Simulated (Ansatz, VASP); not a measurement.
## One calculation of NbH2, two programs

Contents of INCAR:

```
ALGO = Normal
EDIFF = 1E-6
ENCUT = 520
GGA = PS
ISIF = 2
ISMEAR = -1
LASPH = True
LCHARG = False
LREAL = False
LWAVE = False
NBANDS = 14
NELM = 80
PREC = Accurate
SIGMA = 0.05
```

File KPOINTS:

```
k-points
0
Gamma
  10 10 1
```

File POSCAR:

```
NbH2
1.0
    2.7331800000      0.0000000000      0.0000000000
    0.0000000000      2.7331800000      0.0000000000
    0.0000000000      0.0000000000     26.0815000000
Nb H
1 2
Direct
    0.5000000000      0.5000000000      0.3328000000
    0.0000000000      0.5000000000      0.2827600000
    0.5000000000      0.0000000000      0.2827600000
```

Contents of input.yaml:

```yaml
crystal:
  lattice:
    - [2.73318, 0.0, 0.0]
    - [0.0, 2.73318, 0.0]
    - [0.0, 0.0, 26.0815]
  atoms:
    - { symbol: Nb, position: [0.5, 0.5, 0.3328] }
    - { symbol: H, position: [0.0, 0.5, 0.28276] }
    - { symbol: H, position: [0.5, 0.0, 0.28276] }
kpoints:
  mp_grid: { grid: [10, 10, 1] }
scf:
  occupations: { method: fermi_dirac, width: 0.05 }
hamiltonian:
  xc: pbesol
  pseudopotentials: { kind: all_electron, lapw: { basis_error: 0.002 } }
output:
  forces: true
  stress: true
  eigenvalues: true
```

Alike in both runs: task single point; functional PBEsol; k mesh 10 × 10 × 1; occupations fermi-dirac, width 0.05 eV; no spin polarisation.

```csv
,VASP,Ansatz
version,VASP 6.6.1,Ansatz 0.2.0
potentials or method,"VASP PAW PBE potentials, release 64 (Nb_sv, H), cutoff 520 eV","all-electron LAPW, scalar-relativistic"
```

Ansatz gave:

```
gap on the k mesh at the Fermi level (eV) : none
rms of the force components (eV/Å)        : 0.021
```

Q: Estimate VASP's values.

A: gap on the k mesh at the Fermi level (eV): none; rms of the force components (eV/Å): 0.024.

VASP's potentials were made for PBE, not for PBEsol. Atom by atom the forces differ by 0.003 eV/Å (rms over components). A gap of «none» marks a metal or a gap that the smearing closes. Ansatz ran all-electron here, and VASP with PAW potentials.
